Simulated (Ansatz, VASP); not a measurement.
# Two plane-wave programs on Hf

Contents of INCAR:

```
PREC = Accurate ; ENCUT = 520
EDIFF = 1E-7 ; ISMEAR = 0
SIGMA = 0.15 ; LREAL = False
LASPH = True ; NELM = 80
ALGO = Fast ; ISIF = 2
LWAVE = False ; LCHARG = True
LELF = True ; LVHAR = True
NBANDS = 11
```

File KPOINTS:

```
Automatic mesh
0
Gamma
  20 20 20
```

POSCAR

```
Hf
1.0
    0.0000000000      2.3834560315      2.0423834734
    2.3834560315      0.0000000000      2.0423834734
    2.3834560315      2.3834560315      0.0000000000
Hf
1
Direct
    0.0000000000      0.0000000000      0.0000000000
```

Input for Ansatz:

```yaml
crystal:
  lattice:
    - [0.0, 2.3834560315, 2.0423834734]
    - [2.3834560315, 0.0, 2.0423834734]
    - [2.3834560315, 2.3834560315, 0.0]
  atoms:
    - { symbol: Hf, position: [0.0, 0.0, 0.0] }
basis:
  ecutwfc: 420
kpoints:
  mp_grid: { grid: [20, 20, 20] }
hamiltonian:
  xc: lda
scf:
  occupations: { method: gaussian, width: 0.15 }
output:
  forces: true
  stress: true
  eigenvalues: true
```

Alike in both runs: task single point; functional LDA; k mesh 20 × 20 × 20; occupations gaussian, width 0.15 eV; no spin polarisation.

|  | VASP | Ansatz |
| --- | --- | --- |
| version | VASP 6.6.1 | Ansatz 0.2.0 |
| potentials or method | VASP PAW LDA potentials, release 64 (Hf_pv), cutoff 520 eV | scalar-relativistic, plane waves, PAW |
| valence electrons in the cell | 10 | 26 |

VASP gave:

- gap on the k mesh at the Fermi level (eV): none
- pressure (GPa): -10.9
- traceless stress, the component that is largest in VASP (GPa): 3.26

Problem. Estimate Ansatz's values.

Solution. gap on the k mesh at the Fermi level (eV): none; pressure (GPa): -10.8; traceless stress, the component that is largest in VASP (GPa): 3.26.

LDA's correlation is that of Perdew and Zunger in VASP and of Perdew and Wang (1992) in Ansatz. A gap of «none» marks a metal or a gap that the smearing closes. VASP's potentials hold 10 valence electrons a cell and Ansatz's 26, so a difference there can come from the potentials and not from the codes.

Neither program's run includes spin-orbit coupling.
